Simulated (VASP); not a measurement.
Write the native input for VASP 6.6.1 that does the following.

```yaml
Task: single point
Functional: PBEsol
Potentials_or_basis: VASP PAW PBE potentials, release 64 (Mg)
Cutoff: 520 eV
k_mesh: 28 × 28 × 28
Occupations: gaussian, width 0.1 eV
Spin: no spin polarisation
Dipole_correction: no
Further_INCAR_settings: ALGO = Fast; EDIFF = 1e-07; NBANDS = 7
```

The structure of Mg lies in POSCAR:

```
Mg
1.0
   -1.4067215514      1.4067215514      1.4067215514
    1.4067215514     -1.4067215514      1.4067215514
    1.4067215514      1.4067215514     -1.4067215514
Mg
1
Direct
    0.0000000000      0.0000000000      0.0000000000
```

This isn't the form of Mg at room conditions, which is hcp.

The input as run:

INCAR

```
PREC = Accurate
ENCUT = 520
EDIFF = 1E-7
ISMEAR = 0
SIGMA = 0.1
LREAL = F
LASPH = T
NELM = 100
ALGO = Fast
ISIF = 2
LWAVE = F
LCHARG = F
GGA = PS
NBANDS = 7
```

KPOINTS

```
regular mesh
0
Gamma
  28 28 28
```

Potentials or basis: VASP PAW PBE potentials, release 64 (Mg).

Run with:

```console
$ cat potpaw_PBE.64/Mg/POTCAR > POTCAR
$ mpirun -np 1 vasp_std > vasp.out
```

Results of the run:

```json
{
 "Pressure": "102.7 GPa",
 "Band gap on the k mesh": "zero (bands 1 and 2 overlap by 4.72 eV)"
}
```

Caveat: the cell stands under pressure; the PAW data sets were made with another functional, which shifts forces and pressure a little.

Run time: 49 s on 1 thread of Intel Xeon 8259CL, with other jobs on the host, peak memory 0.16 GiB.
